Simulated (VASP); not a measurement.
# AlRu (Pm-3m) in VASP: further runs

The runs below take AlRu through single point, relaxation of cell and atoms, with LDA.

Program: VASP 6.6.1. These are calculated values, not measurements. Logs are shortened: lines on timing, memory, paths and dates and some standing lists are left out, and cuts for length are marked.

### 1 The cell of the first run

It takes space group Pm-3m (No. 221, cubic). Conventional cell: a = 2.954 Å, b = 2.954 Å, c = 2.954 Å, α = 90.00°, β = 90.00°, γ = 90.00°. Within 3.4 Å of Al (site symmetry m-3m) lie 8 Ru at 2.56 Å and 6 Al at 2.95 Å. Ru (site symmetry m-3m) has 8 Al at 2.56 Å and 6 Ru at 2.95 Å within 3.4 Å.

### 2 Single point, LDA

INCAR

```
SYSTEM = AlRu
  PREC = Accurate
  ENCUT = 520
  EDIFF = 1E-6
  ISMEAR = 0
  SIGMA = 0.15
  LREAL = .False.
  LASPH = .True.
  NELM = 60
  ALGO = Normal
  ISIF = 2
  LWAVE = .False.
  LCHARG = .False.
  NBANDS = 16
```

KPOINTS

```
Automatic mesh
0
Gamma
  12 12 12
  0 0 0
```

POSCAR

```
AlRu
1.0
    2.9537571757      0.0000000000      0.0000000000
    0.0000000000      2.9537571757      0.0000000000
    0.0000000000      0.0000000000      2.9537571757
Al Ru
1 1
Direct
    0.0000000000      0.0000000000      0.0000000000
    0.5000000000      0.5000000000      0.5000000000
```

Potentials or basis: VASP PAW LDA potentials, release 64 (Al, Ru_pv).

Launch:

```
> cat potpaw_LDA.64/Al/POTCAR potpaw_LDA.64/Ru_pv/POTCAR > POTCAR
> mpirun -np 1 vasp_std > vasp.out
```

OUTCAR:

```text
SYSTEM = AlRu
   PREC = Accurate
   ENCUT = 520
   EDIFF = 1E-6
   ISMEAR = 0
   LREAL = .False.
   LASPH = .True.
   NELM = 60
   ISIF = 2

 ion  position               nearest neighbor table
   1  0.000  0.000  0.000-   2 2.56   2 2.56   2 2.56   2 2.56   2 2.56   2 2.56   2 2.56   2 2.56

   2  0.500  0.500  0.500-   1 2.56   1 2.56   1 2.56   1 2.56   1 2.56   1 2.56   1 2.56   1 2.56

  LATTYP: Found a simple cubic cell.
 ALAT       =     2.9537571757

  Lattice vectors:

 A1 = (   2.9537571757,   0.0000000000,   0.0000000000)
 A2 = (   0.0000000000,   2.9537571757,   0.0000000000)
 A3 = (   0.0000000000,   0.0000000000,   2.9537571757)

Analysis of symmetry for initial positions (statically):
=====================================================================
 Subroutine PRICEL returns:
 Original cell was already a primitive cell.

 Routine SETGRP: Setting up the symmetry group for a
 simple cubic supercell.

 Subroutine GETGRP returns: Found 48 space group operations
 (whereof 48 operations were pure point group operations)
 out of a pool of 48 trial point group operations.

The static configuration has the point symmetry O_h .

Analysis of symmetry for dynamics (positions and initial velocities):
=====================================================================
 Subroutine PRICEL returns:
 Original cell was already a primitive cell.

 Routine SETGRP: Setting up the symmetry group for a
 simple cubic supercell.

 Subroutine GETGRP returns: Found 48 space group operations
 (whereof 48 operations were pure point group operations)
 out of a pool of 48 trial point group operations.

The dynamic configuration has the point symmetry O_h .

 Subroutine INISYM returns: Found 48 space group operations
 (whereof 48 operations are pure point group operations),
 and found     1 'primitive' translations

----------------------------------------------------------------------------------------

                                     Primitive cell

  volume of cell :      25.7706

  direct lattice vectors                    reciprocal lattice vectors
     2.953757176  0.000000000  0.000000000     0.338551865  0.000000000  0.000000000
     0.000000000  2.953757176  0.000000000     0.000000000  0.338551865  0.000000000
     0.000000000  0.000000000  2.953757176     0.000000000  0.000000000  0.338551865

  length of vectors
     2.953757176  2.953757176  2.953757176     0.338551865  0.338551865  0.338551865

  position of ions in fractional coordinates (direct lattice)
     0.000000000  0.000000000  0.000000000
     0.500000000  0.500000000  0.500000000

  ion indices of the primitive-cell ions
   primitive index   ion index
                 1           1
                 2           2

----------------------------------------------------------------------------------------

 KPOINTS: Automatic mesh

Automatic generation of k-mesh.
 Grid dimensions read from file:
 generate k-points for:   12   12   12

 Generating k-lattice:

  Cartesian coordinates                     Fractional coordinates (reciprocal lattice)
     0.028212655  0.000000000  0.000000000     0.083333333  0.000000000  0.000000000
     0.000000000  0.028212655  0.000000000     0.000000000  0.083333333  0.000000000
     0.000000000  0.000000000  0.028212655     0.000000000  0.000000000  0.083333333

  Length of vectors
     0.028212655  0.028212655  0.028212655

  Shift w.r.t. Gamma in fractional coordinates (k-lattice)
     0.000000000  0.000000000  0.000000000

 Subroutine IBZKPT returns following result:
 ===========================================

 Found     84 irreducible k-points:

 Following reciprocal coordinates:
            Coordinates               Weight
  0.000000  0.000000  0.000000      1.000000
  0.083333  0.000000  0.000000      6.000000
  0.166667  0.000000  0.000000      6.000000
  0.250000  0.000000  0.000000      6.000000
  0.333333  0.000000  0.000000      6.000000
  0.416667  0.000000  0.000000      6.000000
[... 16 lines left out ...]
  0.333333  0.333333  0.000000     12.000000
  0.416667  0.333333  0.000000     24.000000
 [... further k-points ...]
   k-points           NKPTS =     84   k-points in BZ     NKDIM =     84   number of bands    NBANDS=     16
   number of dos      NEDOS =    301   number of ions     NIONS =      2
   total plane-waves  NPLWV =  13824
   dimension x,y,z NGX =    24 NGY =   24 NGZ =   24
   dimension x,y,z NGXF=    48 NGYF=   48 NGZF=   48
   ions per type =               1   1
   NGX,Y,Z   is equivalent  to a cutoff of  13.51, 13.51, 13.51 a.u.
   NGXF,Y,Z  is equivalent  to a cutoff of  27.02, 27.02, 27.02 a.u.
 SYSTEM =  AlRu
   PREC   = accura    normal or accurate (medium, high low for compatibility)
   ISTART =      0    job   : 0-new  1-cont  2-samecut
   ICHARG =      2    charge: 1-file 2-atom 10-const
   ISPIN  =      1    spin polarized calculation?
   LNONCOLLINEAR =      F non collinear calculations
   LSORBIT =      F    spin-orbit coupling
   LASPH  =      T    aspherical Exc in radial PAW
   ENCUT  =  520.0 eV  38.22 Ry    6.18 a.u.   5.49  5.49  5.49*2*pi/ulx,y,z
   NELM   =     60;   NELMIN=  2; NELMDL= -5     # of ELM steps
   EDIFF  = 0.1E-05   stopping-criterion for ELM
   LREAL  =      F    real-space projection
   EDIFFG = 0.1E-04   stopping-criterion for IOM
   NSW    =      0    number of steps for IOM
   IBRION =     -1    ionic relax: 0-MD 1-quasi-New 2-CG
   NFREE  =      0    steps in history (QN), initial steepest desc. (CG)
   ISIF   =      2    stress and relaxation
   ISYM   =      2    0-nonsym 1-usesym 2-fastsym
   POTIM  = 0.5000    time-step for ionic-motion
   TEBEG  =    0.0;   TEEND  =   0.0 temperature during run
   PSTRESS=    0.0 pullay stress
   NELECT =      17.0000    total number of electrons
   NUPDOWN=      -1.0000    fix difference up-down
   EMIN   =  10.00;   EMAX   =-10.00  energy-range for DOS
   EFERMI =   0.00;   METHOD = LEGACY
   ISMEAR =     0;   SIGMA  =   0.15  broadening in eV -4-tet -1-fermi 0-gaus
   EFERMI_NEDOS =   21; number of points for ismear=-14 and -15
   IALGO  =     38    algorithm
   IMIX   =      4    mixing-type and parameters
     AMIX     =   0.40;   BMIX     =  1.00
     AMIX_MAG =   1.60;   BMIX_MAG =  1.00
  volume/ion in A,a.u.               =      12.89        86.95
  Fermi-wavevector in a.u.,A,eV,Ry     =   1.425114  2.693075 27.632761  2.030951
  Thomas-Fermi vector in A             =   2.545533
   LORBIT       =      0    0 simple, 1 ext, 2 COOP (PROOUT), +10 PAW based schemes
   GGA     = CA    functional components
   LHFCALC =     F    Hartree Fock is set to
   AEXX    =    0.0000 exact exchange contribution
   IVDW    =     0    specifies the selected vdW correction
   LEPSILON=     F    determine dielectric tensor
   LRPA    =     F    only Hartree local field effects (RPA)
 non-spin polarized calculation
 Gauss-broadening in eV      SIGMA  =   0.15
  energy-cutoff  :      520.00
  volume of cell :       25.77
 maximum number of plane-waves:       739
 NGX is ok and might be reduce to    24
   NGX = 11   NGY = 11   NGZ = 11

 number of electron      16.9999998 magnetization

 Free energy of the ion-electron system (eV)
  ---------------------------------------------------
  ext. energy  EPLUGINS =         0.00000000
  ---------------------------------------------------
  free energy    TOTEN  =       -16.19777190 eV

  energy without entropy =      -16.18279075  energy(sigma->0) =      -16.19028132

 E-fermi :  11.0569     XC(G=0): -12.9904

 val. band max:       11.0535930098   @ k =   0.0833   0.0833   0.0000
 cond. band min:      11.0726405920   @ k =   0.2500   0.0833   0.0833
 fundamental gap:      0.0190475822
 Fermi energy:        11.0569201750

 k-point     1 :       0.0000    0.0000    0.0000
  band No.  band energies     occupation
      1     -30.5209      2.00000
      2     -30.5209      2.00000
      3     -30.5209      2.00000
      4       1.1802      2.00000
      5       7.2585      2.00000
      6       7.2585      2.00000
[... 8 lines left out ...]
     15      22.7281      0.00000
     16      26.7083      0.00000

 k-point     2 :       0.0833    0.0000    0.0000
  band No.  band energies     occupation
      1     -30.5376      2.00000
      2     -30.5195      2.00000
      3     -30.5195      2.00000
      4       1.3183      2.00000
      5       7.3074      2.00000
      6       7.3115      2.00000
[... 8 lines left out ...]
     15      22.8285      0.00000
     16      27.1289      0.00000

 k-point     3 :       0.1667    0.0000    0.0000
  band No.  band energies     occupation
      1     -30.5832      2.00000
      2     -30.5156      2.00000
      3     -30.5156      2.00000
      4       1.7230      2.00000
      5       7.4175      2.00000
      6       7.4452      2.00000
[... 8 lines left out ...]
     15      23.6316      0.00000
     16      28.4460      0.00000

 k-point     4 :       0.2500    0.0000    0.0000
  band No.  band energies     occupation
      1     -30.6450      2.00000
      2     -30.5104      2.00000
      3     -30.5104      2.00000
      4       2.3676      2.00000
      5       7.4115      2.00000
      6       7.6452      2.00000
[... 8 lines left out ...]
     15      24.1830      0.00000
     16      27.8637      0.00000
[... 324 lines left out ...]
 k-point    22 :       0.5000    0.2500    0.0000
  band No.  band energies     occupation
      1     -30.7510      2.00000
      2     -30.6184      2.00000
      3     -30.4891      2.00000
      4       5.1912      2.00000
      5       6.2522      2.00000
      6       8.7569      2.00000
[... 8 lines left out ...]
     15      22.9374      0.00000
     16      25.0358      0.00000

 k-point    23 :       0.3333    0.3333    0.0000
  band No.  band energies     occupation
      1     -30.6866      2.00000
      2     -30.6820      2.00000
      3     -30.4891      2.00000
      4       4.5345      2.00000
      5       7.0335      2.00000
      6       8.8228      2.00000
[... 8 lines left out ...]
     15      23.9048      0.00000
     16      26.1385      0.00000

 k-point    24 :       0.4167    0.3333    0.0000
  band No.  band energies     occupation
      1     -30.7274      2.00000
      2     -30.6789      2.00000
      3     -30.4851      2.00000
      4       4.8774      2.00000
      5       6.9786      2.00000
      6       9.0758      2.00000
[... 8 lines left out ...]
     15      23.6686      0.00000
     16      26.5706      0.00000

 [... further k-points ...]

------------------------ aborting loop because EDIFF is reached ----------------------------------------

  FORCE on cell =-STRESS in cart. coord.  units (eV):
  Direction    XX          YY          ZZ          XY          YZ          ZX
  --------------------------------------------------------------------------------------
  -------------------------------------------------------------------------------------
  Total        0.0817817      0.0817817      0.0817817      0.0000000      0.0000000     -0.0000000
  in kB        5.0844282      5.0844282      5.0844282      0.0000000      0.0000000     -0.0000000
  external PRESSURE =       5.0844282 kB  Pullay stress =       0.0000000 kB

 VOLUME and BASIS-vectors are now :
 -----------------------------------------------------------------------------
  energy-cutoff  :      520.00
  volume of cell :       25.77
      direct lattice vectors                 reciprocal lattice vectors
     2.953757176  0.000000000  0.000000000     0.338551865  0.000000000  0.000000000
     0.000000000  2.953757176  0.000000000     0.000000000  0.338551865  0.000000000
     0.000000000  0.000000000  2.953757176     0.000000000  0.000000000  0.338551865

 POSITION                                       TOTAL-FORCE (eV/Angst)
 -----------------------------------------------------------------------------------
      0.00000      0.00000      0.00000         0.000000      0.000000      0.000000
      1.47688      1.47688      1.47688         0.000000      0.000000      0.000000
 -----------------------------------------------------------------------------------
    total drift:                                0.000000     -0.000000     -0.000000

  FREE ENERGIE OF THE ION-ELECTRON SYSTEM (eV)
  ---------------------------------------------------
  free  energy   TOTEN  =       -16.1977718966 eV

  energy  without entropy=      -16.1827907476  energy(sigma->0) =      -16.19028132
```

It took 22 s on 1 thread of Intel Xeon 8259CL, shared host; peak memory 0.15 GiB.

What came out:

* Free energy: -16.1978 eV
* Pressure: 0.5 GPa
* Band gap on the k mesh: zero (an odd number of electrons rules out a gap without spin polarisation)

(Continued in part 2 of 3.)
